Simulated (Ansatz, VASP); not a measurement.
# Hf in VASP and in Ansatz

Contents of INCAR:

```
PREC = Accurate ; ENCUT = 520
EDIFF = 1E-7 ; ISMEAR = -1
SIGMA = 0.1 ; LREAL = F
LASPH = T ; NELM = 100
ALGO = Normal ; ISIF = 2
LWAVE = F ; LCHARG = F
GGA = PS ; NBANDS = 28
```

The input KPOINTS:

```
regular mesh
0
Gamma
  13 13 4
```

File POSCAR:

```
Hf
1.0
    3.0227118719      0.0000000000      0.0000000000
   -1.5113559359      2.6177452694      0.0000000000
    0.0000000000      0.0000000000      9.6673019262
Hf
4
Direct
    0.0000000000      0.0000000000      0.0000000000
    1.0000000000      0.0000000000      0.5000000000
    0.3333333333      0.6666666667      0.2500000000
    0.6666666667      0.3333333333      0.7500000000
```

Input for Ansatz:

```yaml
crystal:
  lattice:
    - [3.0227118719, 0.0, 0.0]
    - [-1.5113559359, 2.6177452694, 0.0]
    - [0.0, 0.0, 9.6673019262]
  atoms:
    - { symbol: Hf, position: [0.0, 0.0, 0.0] }
    - { symbol: Hf, position: [1.0, 0.0, 0.5] }
    - { symbol: Hf, position: [0.3333333333, 0.6666666667, 0.25] }
    - { symbol: Hf, position: [0.6666666667, 0.3333333333, 0.75] }
hamiltonian:
  xc: pbesol
  pseudopotentials:
    kind: paw
    azcp:
      Hf: "pseudopotentials/Hf.paw.azcp"
basis:
  ecutwfc: 420
  fft_grid_basis: typed
kpoints:
  mp_grid: { grid: [13, 13, 4], shift: [0, 0, 0] }
magnetization:
  spin_polarized: false
scf:
  occupations: { method: fermi_dirac, width: 0.1 }
  lower_state_search: "off"
output:
  stress: true
  write_density: true
  write_potential: true
  elf: true
  volumetric_format: npy
```

Alike in both runs: task single point; functional PBEsol; k mesh 13 × 13 × 4; occupations fermi-dirac, width 0.1 eV; no spin polarisation.

```csv
,VASP,Ansatz
version,VASP 6.6.1,Ansatz 0.2.0
potentials or method,"VASP PAW PBE potentials, release 64 (Hf_pv), cutoff 520 eV","plane waves (420 eV) with PAW, scalar-relativistic"
valence electrons in the cell,40,104
```

Ansatz gave:

- pressure (GPa): 17.3
- traceless stress, the component that is largest in VASP (GPa): 0.67

Problem. Which values does VASP return?

Solution. Pressure (GPa): 16.9; traceless stress, the component that is largest in VASP (GPa): 0.59.

VASP's potentials were made for PBE, not for PBEsol, and Ansatz warns of the same on its side. VASP's potentials hold 40 valence electrons a cell and Ansatz's 104, so a difference there can come from the potentials and not from the codes.

Spin-orbit coupling is off throughout.
